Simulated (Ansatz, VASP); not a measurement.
## One calculation of Ge, two programs

The input INCAR:

```
PREC = Accurate
ENCUT = 600
EDIFF = 1E-7
ISMEAR = 0
SIGMA = 0.1
LREAL = F
LASPH = T
NELM = 100
ALGO = Normal
ISIF = 3
LWAVE = F
LCHARG = F
GGA = PS
IBRION = 2
NSW = 100
EDIFFG = -0.005
```

KPOINTS

```
Automatic mesh
0
Gamma
  12 12 12
```

File POSCAR:

```
Ge
1.0
    0.0000000000      2.8374271074      2.8374271074
    2.8374271074      0.0000000000      2.8374271074
    2.8374271074      2.8374271074      0.0000000000
Ge
2
Direct
    0.5000000000      0.5000000000      0.5000000000
    0.7500000000      0.7500000000      0.7500000000
```

Input for Ansatz:

```yaml
crystal:
  lattice:
    - [0.0, 2.8374271074, 2.8374271074]
    - [2.8374271074, 0.0, 2.8374271074]
    - [2.8374271074, 2.8374271074, 0.0]
  atoms:
    - { symbol: Ge, position: [0.5, 0.5, 0.5] }
    - { symbol: Ge, position: [0.75, 0.75, 0.75] }
basis:
  ecutwfc: 420
kpoints:
  mp_grid: { grid: [12, 12, 12] }
hamiltonian:
  xc: pbesol
scf:
  occupations: { method: gaussian, width: 0.1 }
output:
  forces: true
  stress: true
  eigenvalues: true
relax:
  adjacent_minimum: "off"
  f_tol: 0.005
  max_steps: 80
  cell: { stress_tol: 0.05 }
```

Alike in both runs: task relaxation of cell and atoms; functional PBEsol; k mesh 12 × 12 × 12; occupations gaussian, width 0.1 eV; no spin polarisation.

```csv
,VASP,Ansatz
version,VASP 6.6.1,Ansatz 0.2.0
potentials or method,"VASP PAW PBE potentials, release 64 (Ge_d), cutoff 600 eV","scalar-relativistic, plane waves, PAW"
valence electrons in the cell,28,28
```

|  | VASP | Ansatz | Ansatz less VASP |
| --- | --- | --- | --- |
| gap on the k mesh at the Fermi level, each at its own relaxed structure (eV) | none | none | - |
| relaxed volume (Å³/atom) | 22.84 | 22.84 | 0.000 |
| relaxed length of the cell vector where the two differ most in proportion (Å) | 4.013 | 4.013 | 0.0000 |

VASP's potentials were made for PBE, not for PBEsol. A gap of «none» marks a metal or a gap that the smearing closes.

Noted on VASP's run: the relaxation stopped at its first step, so nothing moved.
